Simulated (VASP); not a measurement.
Runs of VASP 6.6.1 on BiO5. The structure is that of space group P-6m2 (No. 187), or close to it. The cells are those of the table. 

| task | cell | k mesh | cutoff (eV) | gap on the mesh (eV) | pressure (GPa) | largest force (eV/Å) |
| --- | --- | --- | --- | --- | --- | --- |
| single point | a = 2.797, b = 2.797, c = 14.134 Å, angles 90.0, 90.0, 120.0°, 6 atoms | 6 × 6 × 2 | 520 | none | -1.9 | 1.61 |
| single point | a = 3.449, b = 3.449, c = 10.712 Å, angles 90.0, 90.0, 120.0°, 6 atoms | 12 × 12 × 4 | 520 | none | (a) | (b) |
| relaxation of cell and atoms | relaxed from a = 2.797, b = 2.797, c = 14.134 Å, angles 90.0, 90.0, 120.0°, 6 atoms | 6 × 6 × 2 | 600 | none | 0.3 | 0.03 |
| single point | a = 3.435, b = 3.435, c = 10.694 Å, angles 90.0, 90.0, 120.0°, 6 atoms | 6 × 6 × 2 | 520 | none | 0.7 | 0.81 |

Alike in all rows: level PBE; potentials or basis VASP PAW PBE potentials, release 64 (Bi_d, O); no spin polarisation; smearing gaussian 0.1 eV.

Question: Estimate the missing entries.

Answer: (a) 0.5; (b) 0.90.

Caveats: some runs use coarse meshes; spin-orbit coupling is left out, which moves the levels of the heavy elements; an odd number of electrons without spin polarisation forces a metal; a magnetic or distorted state may lie lower; the standard files for N, O and F lose accuracy on very short bonds (some runs).

A k mesh can miss the band edges, and the runs leave out spin-orbit coupling on Bi.

A gap of «none» marks levels without a gap at the run's occupations.
